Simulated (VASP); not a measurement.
# AgCl (Pm-3m) in VASP: notebook

Runs on AgCl. Level: PBE. Tasks: single point.

All numbers are computed with VASP 6.6.1; they aren't measurements. Logs are shortened: lines on timing, memory, paths and dates and some standing lists are left out, and cuts for length are marked.

**1. The cell of the first run**

It takes space group Pm-3m (No. 221, cubic). Conventional cell: a = 3.376 Å, b = 3.376 Å, c = 3.376 Å, α = 90.00°, β = 90.00°, γ = 90.00°. Ag (site symmetry m-3m) has 8 Cl at 2.92 Å and 6 Ag at 3.38 Å within 3.9 Å. Within 3.9 Å of Cl (site symmetry m-3m) lie 8 Ag at 2.92 Å and 6 Cl at 3.38 Å.

**2. Single point, PBE**

Input file INCAR:

```
SYSTEM = AgCl
PREC     = Accurate       ! precision mode
ENCUT    = 520            ! plane-wave cutoff, eV
EDIFF    = 1E-6           ! SCF threshold, eV
ISMEAR   = 0              ! smearing method
SIGMA    = 0.01           ! smearing width, eV
LREAL    = .False.        ! projectors in reciprocal space
LASPH    = .True.         ! aspherical terms in the spheres
NELM     = 60             ! most SCF steps
ALGO     = Normal         ! electronic algorithm
ISIF     = 2              ! what is computed and relaxed
LWAVE    = .False.        ! write WAVECAR
LCHARG   = .False.        ! write CHGCAR
GGA      = PE             ! functional
NBANDS   = 16             ! bands
```

Input file KPOINTS:

```
Automatic mesh
0
Gamma
  5 5 5
  0 0 0
```

Input file POSCAR:

```
AgCl
1.0
    3.3757558725      0.0000000000      0.0000000000
    0.0000000000      3.3757558725      0.0000000000
    0.0000000000      0.0000000000      3.3757558725
Ag Cl
1 1
Direct
    0.0000000000      0.0000000000      0.0000000000
    0.5000000000      0.5000000000      0.5000000000
```

Potentials or basis: VASP PAW PBE potentials, release 64 (Ag, Cl).

Run with:

```sh
> cat potpaw_PBE.64/Ag/POTCAR potpaw_PBE.64/Cl/POTCAR > POTCAR
> mpirun -np 1 vasp_std > vasp.out
```

OUTCAR:

```text
SYSTEM = AgCl
   PREC = Accurate
   ENCUT = 520
   EDIFF = 1E-6
   ISMEAR = 0
   LREAL = .False.
   LASPH = .True.
   NELM = 60
   ISIF = 2
   GGA = PE

 ion  position               nearest neighbor table
   1  0.000  0.000  0.000-   2 2.92   2 2.92   2 2.92   2 2.92   2 2.92   2 2.92   2 2.92   2 2.92

   2  0.500  0.500  0.500-   1 2.92   1 2.92   1 2.92   1 2.92   1 2.92   1 2.92   1 2.92   1 2.92

  LATTYP: Found a simple cubic cell.
 ALAT       =     3.3757558725

  Lattice vectors:

 A1 = (   3.3757558725,   0.0000000000,   0.0000000000)
 A2 = (   0.0000000000,   3.3757558725,   0.0000000000)
 A3 = (   0.0000000000,   0.0000000000,   3.3757558725)

Analysis of symmetry for initial positions (statically):
=====================================================================
 Subroutine PRICEL returns:
 Original cell was already a primitive cell.

 Routine SETGRP: Setting up the symmetry group for a
 simple cubic supercell.

 Subroutine GETGRP returns: Found 48 space group operations
 (whereof 48 operations were pure point group operations)
 out of a pool of 48 trial point group operations.

The static configuration has the point symmetry O_h .

Analysis of symmetry for dynamics (positions and initial velocities):
=====================================================================
 Subroutine PRICEL returns:
 Original cell was already a primitive cell.

 Routine SETGRP: Setting up the symmetry group for a
 simple cubic supercell.

 Subroutine GETGRP returns: Found 48 space group operations
 (whereof 48 operations were pure point group operations)
 out of a pool of 48 trial point group operations.

The dynamic configuration has the point symmetry O_h .

 Subroutine INISYM returns: Found 48 space group operations
 (whereof 48 operations are pure point group operations),
 and found     1 'primitive' translations

----------------------------------------------------------------------------------------

                                     Primitive cell

  volume of cell :      38.4692

  direct lattice vectors                    reciprocal lattice vectors
     3.375755873  0.000000000  0.000000000     0.296229952  0.000000000  0.000000000
     0.000000000  3.375755873  0.000000000     0.000000000  0.296229952  0.000000000
     0.000000000  0.000000000  3.375755873     0.000000000  0.000000000  0.296229952

  length of vectors
     3.375755873  3.375755873  3.375755873     0.296229952  0.296229952  0.296229952

  position of ions in fractional coordinates (direct lattice)
     0.000000000  0.000000000  0.000000000
     0.500000000  0.500000000  0.500000000

  ion indices of the primitive-cell ions
   primitive index   ion index
                 1           1
                 2           2

----------------------------------------------------------------------------------------

 KPOINTS: Automatic mesh

Automatic generation of k-mesh.
 Grid dimensions read from file:
 generate k-points for:    5    5    5

 Generating k-lattice:

  Cartesian coordinates                     Fractional coordinates (reciprocal lattice)
     0.059245990  0.000000000  0.000000000     0.200000000  0.000000000  0.000000000
     0.000000000  0.059245990  0.000000000     0.000000000  0.200000000  0.000000000
     0.000000000  0.000000000  0.059245990     0.000000000  0.000000000  0.200000000

  Length of vectors
     0.059245990  0.059245990  0.059245990

  Shift w.r.t. Gamma in fractional coordinates (k-lattice)
     0.000000000  0.000000000  0.000000000

 Subroutine IBZKPT returns following result:
 ===========================================

 Found     10 irreducible k-points:

 Following reciprocal coordinates:
            Coordinates               Weight
  0.000000  0.000000  0.000000      1.000000
  0.200000  0.000000  0.000000      6.000000
  0.400000  0.000000  0.000000      6.000000
  0.200000  0.200000  0.000000     12.000000
  0.400000  0.200000  0.000000     24.000000
  0.400000  0.400000  0.000000     12.000000
  0.200000  0.200000  0.200000      8.000000
  0.400000  0.200000  0.200000     24.000000
  0.400000  0.400000  0.200000     24.000000
  0.400000  0.400000  0.400000      8.000000
   k-points           NKPTS =     10   k-points in BZ     NKDIM =     10   number of bands    NBANDS=     16
   number of dos      NEDOS =    301   number of ions     NIONS =      2
   total plane-waves  NPLWV =  21952
   dimension x,y,z NGX =    28 NGY =   28 NGZ =   28
   dimension x,y,z NGXF=    56 NGYF=   56 NGZF=   56
   ions per type =               1   1
   NGX,Y,Z   is equivalent  to a cutoff of  13.79, 13.79, 13.79 a.u.
   NGXF,Y,Z  is equivalent  to a cutoff of  27.58, 27.58, 27.58 a.u.
 SYSTEM =  AgCl
   PREC   = accura    normal or accurate (medium, high low for compatibility)
   ISTART =      0    job   : 0-new  1-cont  2-samecut
   ICHARG =      2    charge: 1-file 2-atom 10-const
   ISPIN  =      1    spin polarized calculation?
   LNONCOLLINEAR =      F non collinear calculations
   LSORBIT =      F    spin-orbit coupling
   LASPH  =      T    aspherical Exc in radial PAW
   ENCUT  =  520.0 eV  38.22 Ry    6.18 a.u.   6.28  6.28  6.28*2*pi/ulx,y,z
   NELM   =     60;   NELMIN=  2; NELMDL= -5     # of ELM steps
   EDIFF  = 0.1E-05   stopping-criterion for ELM
   LREAL  =      F    real-space projection
   EDIFFG = 0.1E-04   stopping-criterion for IOM
   NSW    =      0    number of steps for IOM
   IBRION =     -1    ionic relax: 0-MD 1-quasi-New 2-CG
   NFREE  =      0    steps in history (QN), initial steepest desc. (CG)
   ISIF   =      2    stress and relaxation
   ISYM   =      2    0-nonsym 1-usesym 2-fastsym
   POTIM  = 0.5000    time-step for ionic-motion
   TEBEG  =    0.0;   TEEND  =   0.0 temperature during run
   PSTRESS=    0.0 pullay stress
   NELECT =      18.0000    total number of electrons
   NUPDOWN=      -1.0000    fix difference up-down
   EMIN   =  10.00;   EMAX   =-10.00  energy-range for DOS
   EFERMI =   0.00;   METHOD = LEGACY
   ISMEAR =     0;   SIGMA  =   0.01  broadening in eV -4-tet -1-fermi 0-gaus
   EFERMI_NEDOS =   21; number of points for ismear=-14 and -15
   IALGO  =     38    algorithm
   IMIX   =      4    mixing-type and parameters
     AMIX     =   0.40;   BMIX     =  1.00
     AMIX_MAG =   1.60;   BMIX_MAG =  1.00
  volume/ion in A,a.u.               =      19.23       129.80
  Fermi-wavevector in a.u.,A,eV,Ry     =   1.270949  2.401744 21.977629  1.615310
  Thomas-Fermi vector in A             =   2.403908
   LORBIT       =      0    0 simple, 1 ext, 2 COOP (PROOUT), +10 PAW based schemes
   GGA     = PE    functional components
   LHFCALC =     F    Hartree Fock is set to
   AEXX    =    0.0000 exact exchange contribution
   IVDW    =     0    specifies the selected vdW correction
   LEPSILON=     F    determine dielectric tensor
   LRPA    =     F    only Hartree local field effects (RPA)
 non-spin polarized calculation
 Gauss-broadening in eV      SIGMA  =   0.01
  energy-cutoff  :      520.00
  volume of cell :       38.47
 maximum number of plane-waves:      1048
 NGX is ok and might be reduce to    28
   NGX = 13   NGY = 13   NGZ = 13

 number of electron      17.9999998 magnetization

 Free energy of the ion-electron system (eV)
  ---------------------------------------------------
  ext. energy  EPLUGINS =         0.00000000
  ---------------------------------------------------
  free energy    TOTEN  =        -5.10146670 eV

  energy without entropy =       -5.10146670  energy(sigma->0) =       -5.10146670

 E-fermi :   4.4883     XC(G=0): -10.6592

 val. band max:        4.4306437795   @ k =   0.4000   0.0000   0.0000
 cond. band min:       5.1328632853   @ k =   0.0000   0.0000   0.0000
 fundamental gap:      0.7022195059
 Fermi energy:         4.4882759421

 k-point     1 :       0.0000    0.0000    0.0000
  band No.  band energies     occupation
      1     -10.3514      2.00000
      2       1.6018      2.00000
      3       1.6018      2.00000
      4       2.6469      2.00000
      5       2.6469      2.00000
      6       2.6469      2.00000
[... 8 lines left out ...]
     15      18.5936      0.00000
     16      21.0605      0.00000

 k-point     2 :       0.2000    0.0000    0.0000
  band No.  band energies     occupation
      1     -10.1808      2.00000
      2       0.7970      2.00000
      3       1.6585      2.00000
      4       1.9641      2.00000
      5       1.9641      2.00000
      6       2.4357      2.00000
[... 8 lines left out ...]
     15      18.1166      0.00000
     16      20.8922      0.00000

 k-point     3 :       0.4000    0.0000    0.0000
  band No.  band energies     occupation
      1      -9.8740      2.00000
      2      -0.6590      2.00000
      3       1.5198      2.00000
      4       1.5198      2.00000
      5       1.7526      2.00000
      6       2.6988      2.00000
[... 8 lines left out ...]
     15      20.6277      0.00000
     16      20.8140      0.00000

 k-point     4 :       0.2000    0.2000    0.0000
  band No.  band energies     occupation
      1     -10.0279      2.00000
      2       0.7006      2.00000
      3       1.2446      2.00000
      4       1.9063      2.00000
      5       1.9235      2.00000
      6       2.5357      2.00000
[... 8 lines left out ...]
     15      18.9783      0.00000
     16      19.5654      0.00000

 k-point     5 :       0.4000    0.2000    0.0000
  band No.  band energies     occupation
      1      -9.7565      2.00000
      2      -0.2995      2.00000
      3       1.2352      2.00000
      4       1.7185      2.00000
      5       1.9128      2.00000
      6       2.5516      2.00000
[... 8 lines left out ...]
     15      19.4803      0.00000
     16      20.9684      0.00000

 k-point     6 :       0.4000    0.4000    0.0000
  band No.  band energies     occupation
      1      -9.5525      2.00000
      2       0.3788      2.00000
      3       0.7233      2.00000
      4       1.9635      2.00000
      5       2.1278      2.00000
      6       2.3559      2.00000
[... 8 lines left out ...]
     15      18.4872      0.00000
     16      21.4590      0.00000

 k-point     7 :       0.2000    0.2000    0.2000
  band No.  band energies     occupation
      1      -9.8854      2.00000
      2       1.0297      2.00000
      3       1.1189      2.00000
      4       1.1189      2.00000
      5       2.1911      2.00000
      6       2.1911      2.00000
[... 8 lines left out ...]
     15      16.4833      0.00000
     16      22.8594      0.00000

 k-point     8 :       0.4000    0.2000    0.2000
  band No.  band energies     occupation
      1      -9.6339      2.00000
      2      -0.0354      2.00000
      3       0.8967      2.00000
      4       1.8737      2.00000
      5       2.0977      2.00000
      6       2.4050      2.00000
[... 8 lines left out ...]
     15      18.3669      0.00000
     16      21.4605      0.00000

 k-point     9 :       0.4000    0.4000    0.2000
  band No.  band energies     occupation
      1      -9.4201      2.00000
      2       0.2854      2.00000
      3       0.4027      2.00000
      4       1.4058      2.00000
      5       2.2267      2.00000
      6       2.6370      2.00000
[... 8 lines left out ...]
     15      19.5049      0.00000
     16      19.8639      0.00000

 k-point    10 :       0.4000    0.4000    0.4000
  band No.  band energies     occupation
      1      -9.1871      2.00000
      2       0.0586      2.00000
      3       0.0586      2.00000
      4       0.3143      2.00000
      5       2.8219      2.00000
      6       2.8219      2.00000
[... 8 lines left out ...]
     15      20.3825      0.00000
     16      20.7487      0.00000

------------------------ aborting loop because EDIFF is reached ----------------------------------------

  FORCE on cell =-STRESS in cart. coord.  units (eV):
  Direction    XX          YY          ZZ          XY          YZ          ZX
  --------------------------------------------------------------------------------------
  -------------------------------------------------------------------------------------
  Total        0.6046200      0.6046200      0.6046200     -0.0000000     -0.0000000      0.0000000
  in kB       25.1814055     25.1814055     25.1814055     -0.0000000     -0.0000000      0.0000000
  external PRESSURE =      25.1814055 kB  Pullay stress =       0.0000000 kB

 VOLUME and BASIS-vectors are now :
 -----------------------------------------------------------------------------
  energy-cutoff  :      520.00
  volume of cell :       38.47
      direct lattice vectors                 reciprocal lattice vectors
     3.375755873  0.000000000  0.000000000     0.296229952  0.000000000  0.000000000
     0.000000000  3.375755873  0.000000000     0.000000000  0.296229952  0.000000000
     0.000000000  0.000000000  3.375755873     0.000000000  0.000000000  0.296229952

 POSITION                                       TOTAL-FORCE (eV/Angst)
 -----------------------------------------------------------------------------------
      0.00000      0.00000      0.00000         0.000000      0.000000      0.000000
      1.68788      1.68788      1.68788         0.000000      0.000000      0.000000
 -----------------------------------------------------------------------------------
    total drift:                               -0.000000      0.000000      0.000000

  FREE ENERGIE OF THE ION-ELECTRON SYSTEM (eV)
  ---------------------------------------------------
  free  energy   TOTEN  =        -5.1014667039 eV

  energy  without entropy=       -5.1014667039  energy(sigma->0) =       -5.10146670
```

Run time: 4.6 s. Hardware: 1 thread of Intel Xeon Platinum 8488C (Sapphire Rapids), shared host; peak memory 0.16 GiB.

What came out:

```
Free energy            : -5.1015 eV
Pressure               : 2.5 GPa
Band gap on the k mesh : 0.70 eV, indirect (least direct gap 2.26 eV)
```

**3. Single point, PBE**

This run uses another cell than the first one, of 21.66 Å³/atom, 1.126 times its volume.

Input file INCAR:

```
PREC = Accurate
ENCUT = 520
EDIFF = 1E-6
ISMEAR = 0
SIGMA = 0.01
LREAL = False
LASPH = True
NELM = 80
ALGO = Normal
ISIF = 2
LWAVE = False
LCHARG = True
GGA = PE
LELF = True
LVHAR = True
NBANDS = 16
```

Input file KPOINTS:

```
regular mesh
0
Gamma
  5 5 5
```

Input file POSCAR:

```
AgCl
1.0
    3.5122958399      0.0000000000      0.0000000000
    0.0000000000      3.5122958399      0.0000000000
    0.0000000000      0.0000000000      3.5122958399
Ag Cl
1 1
Direct
    0.0000000000      0.0000000000      0.0000000000
    0.5000000000      0.5000000000      0.5000000000
```

Potentials or basis: VASP PAW PBE potentials, release 64 (Ag, Cl).

Run with:

```sh
> cat potpaw_PBE.64/Ag/POTCAR potpaw_PBE.64/Cl/POTCAR > POTCAR
> mpirun -np 1 vasp_std > vasp.out
```

It took 5.4 s on 1 thread of Intel Xeon Platinum 8488C (Sapphire Rapids), shared host; peak memory 0.15 GiB.

The run converged. Its results:

* Free energy: -5.0889 eV
* Pressure: -2.8 GPa
* Band gap on the k mesh: 0.65 eV, indirect (least direct gap 1.85 eV)

Levels at points of the mesh, in eV from the valence-band top:
```tsv
k point	band 7	band 8	band 9	band 10	band 11	band 12
(0.00, 0.00, 0.00)	-1.20	-1.20	-1.20	0.65	9.59	9.59
```
